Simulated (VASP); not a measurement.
# KBr (F-43m) in VASP: settings compared

KBr is run at these levels: PBE, LDA, r2SCAN; tasks: single point.

Everything below comes from runs of VASP 6.6.1. Logs are shortened: lines on timing, memory, paths and dates and some standing lists are left out, and cuts for length are marked.

## 1. The cell of the first run

Symmetry: F-43m, No. 216, cubic system. The conventional cell has a = 7.377 Å, b = 7.377 Å, c = 7.377 Å, α = 90.00°, β = 90.00°, γ = 90.00°. K (site symmetry -43m) has 4 Br at 3.19 Å within 4.2 Å. Br (site symmetry -43m) has 4 K at 3.19 Å within 4.2 Å.

## 2. Single point, PBE

The input, INCAR:

```
ALGO = Normal
EDIFF = 1E-6
ENCUT = 520
GGA = PE
ISIF = 2
ISMEAR = 0
LASPH = True
LCHARG = False
LREAL = False
LWAVE = False
NBANDS = 15
NELM = 60
PREC = Accurate
SIGMA = 0.01
```

The input, KPOINTS:

```
k-points
0
Gamma
  4 4 4
```

The input, POSCAR:

```
KBr
1.0
    0.0000000000      3.6882992921      3.6882992921
    3.6882992921      0.0000000000      3.6882992921
    3.6882992921      3.6882992921      0.0000000000
K Br
1 1
Direct
    0.0000000000      0.0000000000      0.0000000000
    0.2500000000      0.2500000000      0.2500000000
```

Potentials or basis: VASP PAW PBE potentials, release 64 (K_sv, Br).

On the command line:

```console
> cat potpaw_PBE.64/K_sv/POTCAR potpaw_PBE.64/Br/POTCAR > POTCAR
> mpirun -np 1 vasp_std > vasp.out
```

OUTCAR:

```text
EDIFF = 1E-6
   ENCUT = 520
   GGA = PE
   ISIF = 2
   ISMEAR = 0
   LASPH = True
   LREAL = False
   NELM = 60
   PREC = Accurate

 ion  position               nearest neighbor table
   1  0.000  0.000  0.000-   2 3.19   2 3.19   2 3.19   2 3.19
   2  0.250  0.250  0.250-   1 3.19   1 3.19   1 3.19   1 3.19

  LATTYP: Found a face centered cubic cell.
 ALAT       =     7.3765985842

  Lattice vectors:

 A1 = (   0.0000000000,   3.6882992921,   3.6882992921)
 A2 = (   3.6882992921,   0.0000000000,   3.6882992921)
 A3 = (   3.6882992921,   3.6882992921,   0.0000000000)

Analysis of symmetry for initial positions (statically):
=====================================================================
 Subroutine PRICEL returns:
 Original cell was already a primitive cell.

 Routine SETGRP: Setting up the symmetry group for a
 face centered cubic supercell.

 Subroutine GETGRP returns: Found 24 space group operations
 (whereof 24 operations were pure point group operations)
 out of a pool of 48 trial point group operations.

The static configuration has the point symmetry T_d .

Analysis of symmetry for dynamics (positions and initial velocities):
=====================================================================
 Subroutine PRICEL returns:
 Original cell was already a primitive cell.

 Routine SETGRP: Setting up the symmetry group for a
 face centered cubic supercell.

 Subroutine GETGRP returns: Found 24 space group operations
 (whereof 24 operations were pure point group operations)
 out of a pool of 48 trial point group operations.

The dynamic configuration has the point symmetry T_d .

 Subroutine INISYM returns: Found 24 space group operations
 (whereof 24 operations are pure point group operations),
 and found     1 'primitive' translations

----------------------------------------------------------------------------------------

                                     Primitive cell

  volume of cell :     100.3479

  direct lattice vectors                    reciprocal lattice vectors
     0.000000000  3.688299292  3.688299292    -0.135563836  0.135563836  0.135563836
     3.688299292  0.000000000  3.688299292     0.135563836 -0.135563836  0.135563836
     3.688299292  3.688299292  0.000000000     0.135563836  0.135563836 -0.135563836

  length of vectors
     5.216042881  5.216042881  5.216042881     0.234803451  0.234803451  0.234803451

  position of ions in fractional coordinates (direct lattice)
     0.000000000  0.000000000  0.000000000
     0.250000000  0.250000000  0.250000000

  ion indices of the primitive-cell ions
   primitive index   ion index
                 1           1
                 2           2

----------------------------------------------------------------------------------------

 KPOINTS: k-points

Automatic generation of k-mesh.
 Grid dimensions read from file:
 generate k-points for:    4    4    4

 Generating k-lattice:

  Cartesian coordinates                     Fractional coordinates (reciprocal lattice)
    -0.033890959  0.033890959  0.033890959     0.250000000  0.000000000  0.000000000
     0.033890959 -0.033890959  0.033890959     0.000000000  0.250000000  0.000000000
     0.033890959  0.033890959 -0.033890959     0.000000000  0.000000000  0.250000000

  Length of vectors
     0.058700863  0.058700863  0.058700863

  Shift w.r.t. Gamma in fractional coordinates (k-lattice)
     0.000000000  0.000000000  0.000000000

 Subroutine IBZKPT returns following result:
 ===========================================

 Found      8 irreducible k-points:

 Following reciprocal coordinates:
            Coordinates               Weight
  0.000000  0.000000  0.000000      1.000000
  0.250000  0.000000  0.000000      8.000000
  0.500000  0.000000  0.000000      4.000000
  0.250000  0.250000  0.000000      6.000000
  0.500000  0.250000  0.000000     24.000000
 -0.250000  0.250000  0.000000     12.000000
  0.500000  0.500000  0.000000      3.000000
 -0.250000  0.500000  0.250000      6.000000
   k-points           NKPTS =      8   k-points in BZ     NKDIM =      8   number of bands    NBANDS=     15
   number of dos      NEDOS =    301   number of ions     NIONS =      2
   total plane-waves  NPLWV =  64000
   dimension x,y,z NGX =    40 NGY =   40 NGZ =   40
   dimension x,y,z NGXF=    80 NGYF=   80 NGZF=   80
   ions per type =               1   1
   NGX,Y,Z   is equivalent  to a cutoff of  12.75, 12.75, 12.75 a.u.
   NGXF,Y,Z  is equivalent  to a cutoff of  25.50, 25.50, 25.50 a.u.
 SYSTEM =  unknown system
   PREC   = accura    normal or accurate (medium, high low for compatibility)
   ISTART =      0    job   : 0-new  1-cont  2-samecut
   ICHARG =      2    charge: 1-file 2-atom 10-const
   ISPIN  =      1    spin polarized calculation?
   LNONCOLLINEAR =      F non collinear calculations
   LSORBIT =      F    spin-orbit coupling
   LASPH  =      T    aspherical Exc in radial PAW
   ENCUT  =  520.0 eV  38.22 Ry    6.18 a.u.   9.70  9.70  9.70*2*pi/ulx,y,z
   NELM   =     60;   NELMIN=  2; NELMDL= -5     # of ELM steps
   EDIFF  = 0.1E-05   stopping-criterion for ELM
   LREAL  =      F    real-space projection
   EDIFFG = 0.1E-04   stopping-criterion for IOM
   NSW    =      0    number of steps for IOM
   IBRION =     -1    ionic relax: 0-MD 1-quasi-New 2-CG
   NFREE  =      0    steps in history (QN), initial steepest desc. (CG)
   ISIF   =      2    stress and relaxation
   ISYM   =      2    0-nonsym 1-usesym 2-fastsym
   POTIM  = 0.5000    time-step for ionic-motion
   TEBEG  =    0.0;   TEEND  =   0.0 temperature during run
   PSTRESS=    0.0 pullay stress
   NELECT =      16.0000    total number of electrons
   NUPDOWN=      -1.0000    fix difference up-down
   EMIN   =  10.00;   EMAX   =-10.00  energy-range for DOS
   EFERMI =   0.00;   METHOD = LEGACY
   ISMEAR =     0;   SIGMA  =   0.01  broadening in eV -4-tet -1-fermi 0-gaus
   EFERMI_NEDOS =   21; number of points for ismear=-14 and -15
   IALGO  =     38    algorithm
   IMIX   =      4    mixing-type and parameters
     AMIX     =   0.40;   BMIX     =  1.00
     AMIX_MAG =   1.60;   BMIX_MAG =  1.00
  volume/ion in A,a.u.               =      50.17       338.59
  Fermi-wavevector in a.u.,A,eV,Ry     =   0.887725  1.677558 10.722159  0.788056
  Thomas-Fermi vector in A             =   2.009061
   LORBIT       =      0    0 simple, 1 ext, 2 COOP (PROOUT), +10 PAW based schemes
   GGA     = PE    functional components
   LHFCALC =     F    Hartree Fock is set to
   AEXX    =    0.0000 exact exchange contribution
   IVDW    =     0    specifies the selected vdW correction
   LEPSILON=     F    determine dielectric tensor
   LRPA    =     F    only Hartree local field effects (RPA)
 non-spin polarized calculation
 Gauss-broadening in eV      SIGMA  =   0.01
  energy-cutoff  :      520.00
  volume of cell :      100.35
 maximum number of plane-waves:      2733
 NGX is ok and might be reduce to    40
   NGX = 19   NGY = 19   NGZ = 19

 number of electron      15.9999997 magnetization

 Free energy of the ion-electron system (eV)
  ---------------------------------------------------
  ext. energy  EPLUGINS =         0.00000000
  ---------------------------------------------------
  free energy    TOTEN  =        -6.03477455 eV

  energy without entropy =       -6.03477455  energy(sigma->0) =       -6.03477455

 E-fermi :  -3.0093     XC(G=0):  -5.9442

 val. band max:       -3.1313877984   @ k =  -0.2500   0.2500   0.0000
 cond. band min:       1.1492619574   @ k =   0.0000   0.0000   0.0000
 fundamental gap:      4.2806497558
 Fermi energy:        -3.0092618721

 k-point     1 :       0.0000    0.0000    0.0000
  band No.  band energies     occupation
      1     -30.9185      2.00000
      2     -15.0062      2.00000
      3     -14.4160      2.00000
      4     -14.4160      2.00000
      5     -14.4160      2.00000
      6      -3.1470      2.00000
      7      -3.1470      2.00000
      8      -3.1470      2.00000
      9       1.1493      0.00000
     10       5.4848      0.00000
     11       5.4848      0.00000
     12       6.4739      0.00000
     13       6.4739      0.00000
     14       6.4739      0.00000
     15       7.1898      0.00000

 k-point     2 :       0.2500    0.0000    0.0000
  band No.  band energies     occupation
      1     -30.9178      2.00000
      2     -15.1176      2.00000
      3     -14.4192      2.00000
      4     -14.4192      2.00000
      5     -14.2922      2.00000
      6      -3.3629      2.00000
      7      -3.1396      2.00000
      8      -3.1396      2.00000
      9       2.0306      0.00000
     10       5.1221      0.00000
     11       5.1221      0.00000
     12       5.4786      0.00000
     13       6.3521      0.00000
     14       6.8436      0.00000
     15       6.8436      0.00000

 k-point     3 :       0.5000    0.0000    0.0000
  band No.  band energies     occupation
      1     -30.9170      2.00000
      2     -15.2016      2.00000
      3     -14.4224      2.00000
      4     -14.4224      2.00000
      5     -14.1962      2.00000
      6      -3.5249      2.00000
      7      -3.1330      2.00000
      8      -3.1330      2.00000
      9       3.3969      0.00000
     10       3.8461      0.00000
     11       5.0744      0.00000
     12       5.0744      0.00000
     13       6.4644      0.00000
     14       6.4644      0.00000
     15       7.0163      0.00000
[... 55 lines left out ...]
 k-point     7 :       0.5000    0.5000    0.0000
  band No.  band energies     occupation
      1     -30.9166      2.00000
      2     -15.2469      2.00000
      3     -14.4314      2.00000
      4     -14.4314      2.00000
      5     -14.1287      2.00000
      6      -3.5669      2.00000
      7      -3.1497      2.00000
      8      -3.1497      2.00000
      9       2.9390      0.00000
     10       4.0440      0.00000
     11       5.7977      0.00000
     12       6.3320      0.00000
     13       6.3320      0.00000
     14       6.4211      0.00000
     15       6.7579      0.00000

 k-point     8 :      -0.2500    0.5000    0.2500
  band No.  band energies     occupation
      1     -30.9166      2.00000
      2     -15.2451      2.00000
      3     -14.4377      2.00000
      4     -14.4316      2.00000
      5     -14.1244      2.00000
      6      -3.3940      2.00000
      7      -3.3335      2.00000
      8      -3.1573      2.00000
      9       3.1977      0.00000
     10       4.0636      0.00000
     11       5.6532      0.00000
     12       5.6877      0.00000
     13       6.1651      0.00000
     14       6.4965      0.00000
     15       7.1797      0.00000

------------------------ aborting loop because EDIFF is reached ----------------------------------------

  FORCE on cell =-STRESS in cart. coord.  units (eV):
  Direction    XX          YY          ZZ          XY          YZ          ZX
  --------------------------------------------------------------------------------------
  -------------------------------------------------------------------------------------
  Total        0.1733269      0.1733269      0.1733269      0.0000000      0.0000000      0.0000000
  in kB        2.7673761      2.7673761      2.7673761      0.0000000      0.0000000      0.0000000
  external PRESSURE =       2.7673761 kB  Pullay stress =       0.0000000 kB

 VOLUME and BASIS-vectors are now :
 -----------------------------------------------------------------------------
  energy-cutoff  :      520.00
  volume of cell :      100.35
      direct lattice vectors                 reciprocal lattice vectors
     0.000000000  3.688299292  3.688299292    -0.135563836  0.135563836  0.135563836
     3.688299292  0.000000000  3.688299292     0.135563836 -0.135563836  0.135563836
     3.688299292  3.688299292  0.000000000     0.135563836  0.135563836 -0.135563836

 POSITION                                       TOTAL-FORCE (eV/Angst)
 -----------------------------------------------------------------------------------
      0.00000      0.00000      0.00000         0.000000     -0.000000     -0.000000
      1.84415      1.84415      1.84415        -0.000000      0.000000      0.000000
 -----------------------------------------------------------------------------------
    total drift:                               -0.000000     -0.000000     -0.000000

  FREE ENERGIE OF THE ION-ELECTRON SYSTEM (eV)
  ---------------------------------------------------
  free  energy   TOTEN  =        -6.0347745547 eV

  energy  without entropy=       -6.0347745547  energy(sigma->0) =       -6.03477455
```

It took 8 s on 1 thread of Intel Xeon 6975P-C (Granite Rapids), shared host; peak memory 0.23 GiB.

What came out:

```
Free energy            : -6.0348 eV
Pressure               : 0.3 GPa
Band gap on the k mesh : 4.28 eV, indirect (least direct gap 4.30 eV)
```

Levels at points of the mesh, in eV from the valence-band top:
```csv
k point,band 6,band 7,band 8,band 9,band 10,band 11
"(0.00, 0.00, 0.00)",-0.02,-0.02,-0.02,4.28,8.62,8.62
"(0.50, 0.00, 0.00)",-0.39,0.00,0.00,6.53,6.98,8.21
"(0.50, 0.50, 0.00)",-0.44,-0.02,-0.02,6.07,7.18,8.93
```

A k mesh can miss the band edges. Expect the measured gap to be larger: semilocal functionals such as PBE lack the derivative discontinuity.

## 3. Single point, PBE

The input, INCAR:

```
SYSTEM = KBr
ALGO = Normal ; EDIFF = 1E-6
ENCUT = 520 ; GGA = PE
ISIF = 2 ; ISMEAR = 0
LASPH = .TRUE. ; LCHARG = .FALSE.
LREAL = .FALSE. ; LWAVE = .FALSE.
NBANDS = 15 ; NELM = 100
PREC = Accurate ; SIGMA = 0.01
```

The input, KPOINTS:

```
k-points
0
G
  4 4 4
  0 0 0
```

POSCAR is that of step 2.

Potentials or basis: VASP PAW PBE potentials, release 64 (K_sv, Br).

On the command line:

```console
> cat potpaw_PBE.64/K_sv/POTCAR potpaw_PBE.64/Br/POTCAR > POTCAR
> mpirun -np 1 vasp_std > vasp.out
```

OUTCAR:

```text
SYSTEM = KBr
   EDIFF = 1E-6
   ENCUT = 520
   GGA = PE
   ISIF = 2
   ISMEAR = 0
   LASPH = .TRUE.
   LREAL = .FALSE.
   NELM = 100
   PREC = Accurate

 ion  position               nearest neighbor table
   1  0.000  0.000  0.000-   2 3.19   2 3.19   2 3.19   2 3.19
   2  0.250  0.250  0.250-   1 3.19   1 3.19   1 3.19   1 3.19

  LATTYP: Found a face centered cubic cell.
 ALAT       =     7.3765985842

  Lattice vectors:

 A1 = (   0.0000000000,   3.6882992921,   3.6882992921)
 A2 = (   3.6882992921,   0.0000000000,   3.6882992921)
 A3 = (   3.6882992921,   3.6882992921,   0.0000000000)

Analysis of symmetry for initial positions (statically):
=====================================================================
 Subroutine PRICEL returns:
 Original cell was already a primitive cell.

 Routine SETGRP: Setting up the symmetry group for a
 face centered cubic supercell.

 Subroutine GETGRP returns: Found 24 space group operations
 (whereof 24 operations were pure point group operations)
 out of a pool of 48 trial point group operations.

The static configuration has the point symmetry T_d .

[... 156 lines left out ...]
      4     -14.4160      2.00000
      5     -14.4160      2.00000
      6      -3.1470      2.00000
      7      -3.1470      2.00000
      8      -3.1470      2.00000
      9       1.1493      0.00000
     10       5.4848      0.00000
     11       5.4848      0.00000
     12       6.4739      0.00000
     13       6.4739      0.00000
     14       6.4739      0.00000
[... 113 lines left out ...]
      2     -15.2451      2.00000
      3     -14.4377      2.00000
      4     -14.4316      2.00000
      5     -14.1244      2.00000
      6      -3.3940      2.00000
      7      -3.3335      2.00000
      8      -3.1573      2.00000
      9       3.1977      0.00000
     10       4.0636      0.00000
     11       5.6532      0.00000
     12       5.6877      0.00000
     13       6.1651      0.00000
     14       6.4965      0.00000
     15       7.1797      0.00000

------------------------ aborting loop because EDIFF is reached ----------------------------------------

  FORCE on cell =-STRESS in cart. coord.  units (eV):
  Direction    XX          YY          ZZ          XY          YZ          ZX
  --------------------------------------------------------------------------------------
  -------------------------------------------------------------------------------------
  Total        0.1733269      0.1733269      0.1733269      0.0000000      0.0000000      0.0000000
  in kB        2.7673761      2.7673761      2.7673761      0.0000000      0.0000000      0.0000000
  external PRESSURE =       2.7673761 kB  Pullay stress =       0.0000000 kB

 VOLUME and BASIS-vectors are now :
 -----------------------------------------------------------------------------
  energy-cutoff  :      520.00
  volume of cell :      100.35
      direct lattice vectors                 reciprocal lattice vectors
     0.000000000  3.688299292  3.688299292    -0.135563836  0.135563836  0.135563836
     3.688299292  0.000000000  3.688299292     0.135563836 -0.135563836  0.135563836
     3.688299292  3.688299292  0.000000000     0.135563836  0.135563836 -0.135563836

 POSITION                                       TOTAL-FORCE (eV/Angst)
 -----------------------------------------------------------------------------------
      0.00000      0.00000      0.00000         0.000000     -0.000000     -0.000000
      1.84415      1.84415      1.84415        -0.000000      0.000000      0.000000
 -----------------------------------------------------------------------------------
    total drift:                               -0.000000     -0.000000     -0.000000

  FREE ENERGIE OF THE ION-ELECTRON SYSTEM (eV)
  ---------------------------------------------------
  free  energy   TOTEN  =        -6.0347745547 eV

  energy  without entropy=       -6.0347745547  energy(sigma->0) =       -6.03477455
```

OSZICAR:

```text
N       E                     dE             d eps       ncg     rms          rms(c)
DAV:   1     0.103543906719E+03    0.10354E+03   -0.64736E+03   240   0.896E+02
DAV:   2     0.196169272013E+01   -0.10158E+03   -0.93083E+02   296   0.206E+02
DAV:   3    -0.603099765836E+01   -0.79927E+01   -0.79615E+01   317   0.550E+01
DAV:   4    -0.635569692215E+01   -0.32470E+00   -0.32455E+00   407   0.934E+00
DAV:   5    -0.635692254363E+01   -0.12256E-02   -0.12256E-02   324   0.711E-01    0.317E+00
DAV:   6    -0.604540731734E+01    0.31152E+00   -0.40784E-01   331   0.266E+00    0.223E+00
DAV:   7    -0.600976961870E+01    0.35638E-01   -0.20579E-01   331   0.212E+00    0.110E+00
DAV:   8    -0.603062695115E+01   -0.20857E-01   -0.25059E-02   332   0.101E+00    0.196E-01
DAV:   9    -0.603259130095E+01   -0.19643E-02   -0.12154E-03   296   0.193E-01    0.133E-01
DAV:  10    -0.603472236874E+01   -0.21311E-02   -0.17449E-03   240   0.224E-01    0.323E-02
DAV:  11    -0.603476033251E+01   -0.37964E-04   -0.97514E-05   310   0.657E-02    0.106E-02
DAV:  12    -0.603477411823E+01   -0.13786E-04   -0.17523E-05   247   0.310E-02    0.628E-03
DAV:  13    -0.603477455471E+01   -0.43649E-06   -0.17577E-06   317   0.748E-03
   1 F= -.60347746E+01 E0= -.60347746E+01  d E =-.180272E-67
```

Wall time 7.7 s (1 thread of Intel Xeon 6975P-C (Granite Rapids), shared host); peak memory 0.22 GiB.

Results:

| Quantity | Value |
| --- | --- |
| Free energy | -6.0348 eV |
| Pressure | 0.3 GPa |
| Band gap on the k mesh | 4.28 eV, indirect (least direct gap 4.30 eV) |

A k mesh can miss the band edges. PBE gaps usually lie below the measured ones, often by a third to a half.

[end of part 1 of 2]
